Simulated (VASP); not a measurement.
# SbPt (P6_3/mmc) in VASP: a series of runs, part 2 of 3

VASP 6.6.1. Earlier steps stand in the parts before.

## Step 3: Electric field gradients, LDA (equal xx and yy strain of +2 %)

Input file INCAR:

```
SYSTEM = SbPt
PREC = Accurate
ENCUT = 520
EDIFF = 1E-8
ISMEAR = -1
SIGMA = 0.08
LREAL = .FALSE.
LASPH = .TRUE.
NELM = 60
ALGO = Normal
ISIF = 2
LWAVE = .FALSE.
LCHARG = .FALSE.
LEFG = .TRUE.
NBANDS = 23
```

Input file KPOINTS:

```
regular mesh
0
G
  11 11 8
  0 0 0
```

Input file POSCAR:

```
SbPt
1.0
    4.2125978280      0.0000000000      0.0000000000
   -2.1062989140      3.6482167350      0.0000000000
    0.0000000000      0.0000000000      5.4720000000
Sb Pt
2 2
Direct
    0.3333333333      0.6666666667      0.2500000000
    0.6666666667      0.3333333333      0.7500000000
    0.0000000000      0.0000000000      0.0000000000
    0.0000000000      0.0000000000      0.5000000000
```

Potentials or basis: VASP PAW LDA potentials, release 64 (Sb, Pt).

The run is started by

```bash
> cat potpaw_LDA.64/Sb/POTCAR potpaw_LDA.64/Pt/POTCAR > POTCAR
> mpirun -np 1 vasp_std > vasp.out
```

OUTCAR:

```text
SYSTEM = SbPt
   PREC = Accurate
   ENCUT = 520
   EDIFF = 1E-8
   ISMEAR = -1
   LREAL = .FALSE.
   LASPH = .TRUE.
   NELM = 60
   ISIF = 2

 ion  position               nearest neighbor table
   1  0.333  0.667  0.250-   3 2.79   4 2.79   3 2.79   4 2.79   3 2.79   4 2.79   2 3.66   2 3.66
                             2 3.66   2 3.66   2 3.66   2 3.66
   2  0.667  0.333  0.750-   3 2.79   4 2.79   3 2.79   4 2.79   3 2.79   4 2.79   1 3.66   1 3.66
                             1 3.66   1 3.66   1 3.66   1 3.66
   3  0.000  0.000  0.000-   4 2.74   4 2.74   1 2.79   2 2.79   2 2.79   1 2.79   2 2.79   1 2.79

   4  0.000  0.000  0.500-   3 2.74   3 2.74   1 2.79   2 2.79   2 2.79   1 2.79   2 2.79   1 2.79

  LATTYP: Found a hexagonal cell.
 ALAT       =     4.2125978280
 C/A-ratio  =     1.2989609318

  Lattice vectors:

 A1 = (   4.2125978280,   0.0000000000,   0.0000000000)
 A2 = (  -2.1062989140,   3.6482167350,   0.0000000000)
 A3 = (   0.0000000000,   0.0000000000,   5.4720000000)

Analysis of symmetry for initial positions (statically):
[... 833 lines left out ...]
     -0.00000      2.43214      1.36800         0.000000     -0.000000      0.000000
      2.10630      1.21607      4.10400         0.000000      0.000000      0.000000
      0.00000      0.00000      0.00000        -0.000000      0.000000      0.000000
      0.00000      0.00000      2.73600        -0.000000      0.000000      0.000000
 -----------------------------------------------------------------------------------
    total drift:                                0.000000     -0.000000      0.000000

  FREE ENERGIE OF THE ION-ELECTRON SYSTEM (eV)
  ---------------------------------------------------
  free  energy   TOTEN  =       -26.3063592006 eV

  energy  without entropy=      -26.2659360256  energy(sigma->0) =      -26.28614761

 Electric field gradients (V/A^2)
---------------------------------------------------------------------
 ion       V_xx      V_yy      V_zz      V_xy      V_xz      V_yz
---------------------------------------------------------------------
   1      -8.707    -8.707    17.414    -0.000    -0.000     0.000
   2      -8.707    -8.707    17.414    -0.000     0.000    -0.000
   3      71.660    71.659  -143.319    -0.001    -0.000     0.000
   4      71.660    71.659  -143.319    -0.001     0.000    -0.000
---------------------------------------------------------------------

 Electric field gradients after diagonalization (V/A^2)
 (convention: |V_zz| > |V_xx| > |V_yy|)
----------------------------------------------------------------------
 ion       V_xx      V_yy      V_zz     asymmetry (V_yy - V_xx)/ V_zz
----------------------------------------------------------------------
   1      -8.707    -8.707    17.414       0.000
   2      -8.707    -8.707    17.414       0.000
   3      71.660    71.659  -143.319       0.000
   4      71.660    71.659  -143.319       0.000
----------------------------------------------------------------------

           NMR quadrupolar parameters

 Cq : quadrupolar parameter    Cq=e*Q*V_zz/h
 eta: asymmetry parameters     (V_yy - V_xx)/ V_zz
 Q  : nuclear electric quadrupole moment in mb (millibarn)
----------------------------------------------------------------------
 ion       Cq(MHz)       eta       Q (mb)
----------------------------------------------------------------------
   1       0.042       0.000       1.000
   2       0.042       0.000       1.000
   3      -0.347       0.000       1.000
   4      -0.347       0.000       1.000
----------------------------------------------------------------------
```

stdout:

```text
POSCAR found type information on POSCAR SbPt
 POSCAR found :  2 types and       4 ions
 scaLAPACK will be used
 LDA part: xc-table for (Slater(with rela. corr.)+CA(PZ))
 , standard interpolation
 POSCAR, INCAR and KPOINTS ok, starting setup
 FFT: planning ... GRIDC
 FFT: planning ... GRID_SOFT
 FFT: planning ... GRID
 WAVECAR not read
 entering main loop
ion   1

ion   2

ion   3

ion   4
```

It took 1.8 min on 1 thread of Intel Xeon 6975P-C, shared host; peak memory 0.27 GiB.

What came out:

- Free energy: -26.3064 eV
- Pressure: -5.0 GPa
- Band gap on the k mesh: zero (band 15 reaches 11.68 eV, above the bottom of band 16 at 7.92 eV)

Stress tensor (GPa, compression positive):
```
-5.31  0.00  0.00
 0.00 -5.31  0.00
 0.00  0.00 -4.53
```

Levels at points of the mesh, in eV from the Fermi level:
| k point | band 13 | band 14 | band 15 | band 16 | band 17 | band 18 |
| --- | --- | --- | --- | --- | --- | --- |
| (0.00, 0.00, 0.00) | -0.10 | -0.10 | 0.89 | 2.31 | 2.37 | 3.27 |
| (0.00, 0.00, 0.50) | -1.22 | -1.22 | 2.26 | 2.26 | 2.26 | 2.26 |

Electric field gradients, principal values (V/Å²):
```tsv
atom	least	middle	greatest (by size)
1 Sb	-8.707	-8.707	17.414
2 Sb	-8.707	-8.707	17.414
3 Pt	71.659	71.660	-143.319
4 Pt	71.659	71.660	-143.319
```

Caveat: the cell differs from its parent crystal (equal xx and yy strain of +2 %); without QUAD_EFG the Cq values of the log hold for a quadrupole moment of 1 mb, not for the nuclei; spin-orbit coupling is left out, which moves the levels of the heavy elements.

## Step 4: Electric field gradients, LDA (equal xx and yy strain of +2 %)

Input file INCAR:

```
SYSTEM = SbPt
ALGO     = Normal         ! electronic algorithm
EDIFF    = 1E-8           ! SCF threshold, eV
ENCUT    = 520            ! plane-wave cutoff, eV
GGA      = CA             ! functional
ISIF     = 2              ! what is computed and relaxed
ISMEAR   = -1             ! smearing method
LASPH    = .TRUE.         ! aspherical terms in the spheres
LCHARG   = .FALSE.        ! write CHGCAR
LEFG     = .TRUE.       
LREAL    = .FALSE.        ! projectors in reciprocal space
LWAVE    = .FALSE.        ! write WAVECAR
NBANDS   = 23             ! bands
NELM     = 100            ! most SCF steps
PREC     = Accurate       ! precision mode
SIGMA    = 0.08           ! smearing width, eV
```

Input file KPOINTS:

```
k-points
0
G
  11 11 8
  0 0 0
```

POSCAR is that of step 3.

Potentials or basis: VASP PAW LDA potentials, release 64 (Sb, Pt).

The run is started by

```bash
> cat potpaw_LDA.64/Sb/POTCAR potpaw_LDA.64/Pt/POTCAR > POTCAR
> mpirun -np 1 vasp_std > vasp.out
```

OUTCAR:

```text
SYSTEM = SbPt
   EDIFF = 1E-8
   ENCUT = 520
   GGA = CA
   ISIF = 2
   ISMEAR = -1
   LASPH = .TRUE.
   LREAL = .FALSE.
   NELM = 100
   PREC = Accurate

 ion  position               nearest neighbor table
   1  0.333  0.667  0.250-   3 2.79   4 2.79   3 2.79   4 2.79   3 2.79   4 2.79   2 3.66   2 3.66
                             2 3.66   2 3.66   2 3.66   2 3.66
   2  0.667  0.333  0.750-   3 2.79   4 2.79   3 2.79   4 2.79   3 2.79   4 2.79   1 3.66   1 3.66
                             1 3.66   1 3.66   1 3.66   1 3.66
   3  0.000  0.000  0.000-   4 2.74   4 2.74   1 2.79   2 2.79   2 2.79   1 2.79   2 2.79   1 2.79

   4  0.000  0.000  0.500-   3 2.74   3 2.74   1 2.79   2 2.79   2 2.79   1 2.79   2 2.79   1 2.79

  LATTYP: Found a hexagonal cell.
 ALAT       =     4.2125978280
 C/A-ratio  =     1.2989609318

  Lattice vectors:

 A1 = (   4.2125978280,   0.0000000000,   0.0000000000)
 A2 = (  -2.1062989140,   3.6482167350,   0.0000000000)
 A3 = (   0.0000000000,   0.0000000000,   5.4720000000)

Analysis of symmetry for initial positions (statically):
=====================================================================
 Subroutine PRICEL returns:
 Original cell was already a primitive cell.

 Routine SETGRP: Setting up the symmetry group for a
 hexagonal supercell.

 Subroutine GETGRP returns: Found 24 space group operations
 (whereof 12 operations were pure point group operations)
 out of a pool of 24 trial point group operations.

The static configuration has the point symmetry D_3d.
 The point group associated with its full space group is D_6h.

Analysis of symmetry for dynamics (positions and initial velocities):
=====================================================================
 Subroutine PRICEL returns:
 Original cell was already a primitive cell.

 Routine SETGRP: Setting up the symmetry group for a
 hexagonal supercell.

 Subroutine GETGRP returns: Found 24 space group operations
 (whereof 12 operations were pure point group operations)
 out of a pool of 24 trial point group operations.

The dynamic configuration has the point symmetry D_3d.
 The point group associated with its full space group is D_6h.

 Subroutine INISYM returns: Found 24 space group operations
 (whereof 12 operations are pure point group operations),
 and found     1 'primitive' translations

----------------------------------------------------------------------------------------

                                     Primitive cell

  volume of cell :      84.0963

  direct lattice vectors                    reciprocal lattice vectors
     4.212597828  0.000000000  0.000000000     0.237383211  0.137053261  0.000000000
    -2.106298914  3.648216735  0.000000000     0.000000000  0.274106522  0.000000000
     0.000000000  0.000000000  5.472000000     0.000000000  0.000000000  0.182748538

  length of vectors
     4.212597828  4.212597828  5.472000000     0.274106522  0.274106522  0.182748538

  position of ions in fractional coordinates (direct lattice)
     0.333333333  0.666666667  0.250000000
     0.666666667  0.333333333  0.750000000
     0.000000000  0.000000000  0.000000000
     0.000000000  0.000000000  0.500000000

  ion indices of the primitive-cell ions
[... 89 lines left out ...]
   NUPDOWN=      -1.0000    fix difference up-down
   EMIN   =  10.00;   EMAX   =-10.00  energy-range for DOS
   EFERMI =   0.00;   METHOD = LEGACY
   ISMEAR =    -1;   SIGMA  =   0.08  broadening in eV -4-tet -1-fermi 0-gaus
   EFERMI_NEDOS =   21; number of points for ismear=-14 and -15
   IALGO  =     38    algorithm
   IMIX   =      4    mixing-type and parameters
     AMIX     =   0.40;   BMIX     =  1.00
     AMIX_MAG =   1.60;   BMIX_MAG =  1.00
  volume/ion in A,a.u.               =      21.02       141.88
  Fermi-wavevector in a.u.,A,eV,Ry     =   1.161064  2.194094 18.341616  1.348071
  Thomas-Fermi vector in A             =   2.297640
   LORBIT       =      0    0 simple, 1 ext, 2 COOP (PROOUT), +10 PAW based schemes
   GGA     = CA    functional components
   LHFCALC =     F    Hartree Fock is set to
   AEXX    =    0.0000 exact exchange contribution
   IVDW    =     0    specifies the selected vdW correction
   LEPSILON=     F    determine dielectric tensor
   LRPA    =     F    only Hartree local field effects (RPA)
 non-spin polarized calculation
  energy-cutoff  :      520.00
  volume of cell :       84.10
 maximum number of plane-waves:      2312
 NGX is ok and might be reduce to    32
   NGX = 15   NGY = 15   NGZ = 21

 number of electron      30.0000005 magnetization

 Free energy of the ion-electron system (eV)
  ---------------------------------------------------
  ext. energy  EPLUGINS =         0.00000000
  ---------------------------------------------------
  free energy    TOTEN  =       -26.30635920 eV

  energy without entropy =      -26.26593603  energy(sigma->0) =      -26.28614761

 E-fermi :   9.4229     XC(G=0): -11.4619

 val. band max:        9.4201789340   @ k =   0.2727   0.0909   0.5000
 cond. band min:       9.4343314125   @ k =   0.0909  -0.0000   0.2500
 fundamental gap:      0.0141524785
 Fermi energy:         9.4229497649

 k-point     1 :       0.0000    0.0000    0.0000
  band No.  band energies     occupation
      1      -3.1574      2.00000
      2       0.6049      2.00000
      3       2.8035      2.00000
      4       3.6625      2.00000
      5       3.6625      2.00000
      6       3.6757      2.00000
[... 613 lines left out ...]
     22      15.8563      0.00000
     23      16.6820      0.00000

 [... further k-points ...]
[... 5 lines left out ...]
  --------------------------------------------------------------------------------------
  -------------------------------------------------------------------------------------
  Total       -2.7845395     -2.7845395     -2.3777976      0.0000000     -0.0000000     -0.0000000
  in kB      -53.0502264    -53.0502264    -45.3010991      0.0000000     -0.0000000     -0.0000000
  external PRESSURE =     -50.4671840 kB  Pullay stress =       0.0000000 kB

 VOLUME and BASIS-vectors are now :
 -----------------------------------------------------------------------------
  energy-cutoff  :      520.00
  volume of cell :       84.10
      direct lattice vectors                 reciprocal lattice vectors
     4.212597828  0.000000000  0.000000000     0.237383211  0.137053261  0.000000000
    -2.106298914  3.648216735  0.000000000     0.000000000  0.274106522  0.000000000
     0.000000000  0.000000000  5.472000000     0.000000000  0.000000000  0.182748538

 POSITION                                       TOTAL-FORCE (eV/Angst)
 -----------------------------------------------------------------------------------
     -0.00000      2.43214      1.36800         0.000000     -0.000000      0.000000
      2.10630      1.21607      4.10400         0.000000      0.000000      0.000000
      0.00000      0.00000      0.00000        -0.000000      0.000000      0.000000
      0.00000      0.00000      2.73600        -0.000000      0.000000      0.000000
 -----------------------------------------------------------------------------------
    total drift:                                0.000000     -0.000000      0.000000

  FREE ENERGIE OF THE ION-ELECTRON SYSTEM (eV)
  ---------------------------------------------------
  free  energy   TOTEN  =       -26.3063592006 eV

  energy  without entropy=      -26.2659360256  energy(sigma->0) =      -26.28614761

 Electric field gradients (V/A^2)
---------------------------------------------------------------------
 ion       V_xx      V_yy      V_zz      V_xy      V_xz      V_yz
---------------------------------------------------------------------
   1      -8.707    -8.707    17.414    -0.000    -0.000     0.000
   2      -8.707    -8.707    17.414    -0.000     0.000    -0.000
   3      71.660    71.659  -143.319    -0.001    -0.000     0.000
   4      71.660    71.659  -143.319    -0.001     0.000    -0.000
---------------------------------------------------------------------

 Electric field gradients after diagonalization (V/A^2)
 (convention: |V_zz| > |V_xx| > |V_yy|)
----------------------------------------------------------------------
 ion       V_xx      V_yy      V_zz     asymmetry (V_yy - V_xx)/ V_zz
----------------------------------------------------------------------
   1      -8.707    -8.707    17.414       0.000
   2      -8.707    -8.707    17.414       0.000
   3      71.660    71.659  -143.319       0.000
   4      71.660    71.659  -143.319       0.000
----------------------------------------------------------------------

           NMR quadrupolar parameters

 Cq : quadrupolar parameter    Cq=e*Q*V_zz/h
 eta: asymmetry parameters     (V_yy - V_xx)/ V_zz
 Q  : nuclear electric quadrupole moment in mb (millibarn)
----------------------------------------------------------------------
 ion       Cq(MHz)       eta       Q (mb)
----------------------------------------------------------------------
   1       0.042       0.000       1.000
   2       0.042       0.000       1.000
   3      -0.347       0.000       1.000
   4      -0.347       0.000       1.000
----------------------------------------------------------------------
```

It took 1.9 min on 1 thread of Intel Xeon 6975P-C, shared host; peak memory 0.27 GiB.

What came out:

* Free energy: -26.3064 eV
* Pressure: -5.0 GPa
* Band gap on the k mesh: zero (band 15 reaches 11.68 eV, above the bottom of band 16 at 7.92 eV)

Levels at points of the mesh, in eV from the Fermi level:
| k point | band 13 | band 14 | band 15 | band 16 | band 17 | band 18 |
| --- | --- | --- | --- | --- | --- | --- |
| (0.00, 0.00, 0.00) | -0.10 | -0.10 | 0.89 | 2.31 | 2.37 | 3.27 |
| (0.00, 0.00, 0.50) | -1.22 | -1.22 | 2.26 | 2.26 | 2.26 | 2.26 |

Electric field gradients, principal values (V/Å²):
```
atom   least  middle  greatest (by size)
1 Sb  -8.707  -8.707              17.414
2 Sb  -8.707  -8.707              17.414
3 Pt  71.659  71.660            -143.319
4 Pt  71.659  71.660            -143.319
```

Caveat: the cell differs from its parent crystal (equal xx and yy strain of +2 %); without QUAD_EFG the Cq values of the log hold for a quadrupole moment of 1 mb, not for the nuclei; spin-orbit coupling is left out, which moves the levels of the heavy elements.

[end of part 2 of 3]
